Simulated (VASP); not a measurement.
ZnSiP2:

```
Zn P Si
1.0
    -2.53763    2.53763    5.07526
     2.53763   -2.53763    5.07526
     2.53763    2.53763   -5.07526
Zn P Si
2 4 2
Direct
  0.00000 0.00000 0.00000
  0.75000 0.25000 0.50000
  0.37500 0.37500 0.50000
  0.12500 0.62500 0.00000
  0.87500 0.87500 0.50000
  0.62500 0.12500 0.00000
  0.50000 0.50000 0.00000
  0.25000 0.75000 0.50000
```

* Program: VASP 6.6.1
* Task: relaxation of cell and atoms
* Functional: PBEsol
* Potentials or basis: VASP PAW PBE potentials, release 64 (Zn, P, Si)
* Cutoff: 500 eV
* k mesh: 6 × 6 × 6
* Occupations: fermi-dirac, width 0.03 eV
* Spin: no spin polarisation

At the start: pressure 16.7 GPa; volume 16.34 Å³/atom.

Q: Where does the relaxation end?

A: Over 10 steps the energy falls by 127.2 meV/atom and the volume is 18.73 Å³/atom (+14.6 %); space group I-42d (No. 122, to 0.1 Å) before and after.

Step by step:
```csv
step,energy change (eV),largest force (eV/Å),pressure (GPa),volume (Å³)
1,0.0000,0.9516,16.73,130.73
2,-0.5577,0.4510,-7.74,165.73
3,-0.9502,0.5895,-0.58,150.34
4,-0.9501,0.5942,-0.35,149.93
5,-1.0006,0.2667,0.04,149.52
6,-1.0143,0.0130,0.43,149.17
7,-1.0166,0.0119,-0.28,150.29
8,-1.0167,0.0122,-0.19,150.16
9,-1.0176,0.0074,-0.05,149.94
10,-1.0177,0.0053,0.01,149.85
```

Final structure:
```
Zn P Si
1.0
    -2.67761    2.67761    5.22502
     2.67761   -2.67761    5.22502
     2.67761    2.67761   -5.22502
Zn P Si
2 4 2
Direct
  0.00000 0.00000 0.00000
  0.75000 0.25000 0.50000
  0.37500 0.38989 0.51489
  0.13989 0.62500 0.01489
  0.87500 0.86011 0.48511
  0.61011 0.12500 0.98511
  0.50000 0.50000 0.00000
  0.25000 0.75000 0.50000
```

Caveat: the PAW data sets were made with another functional, which shifts forces and pressure a little.
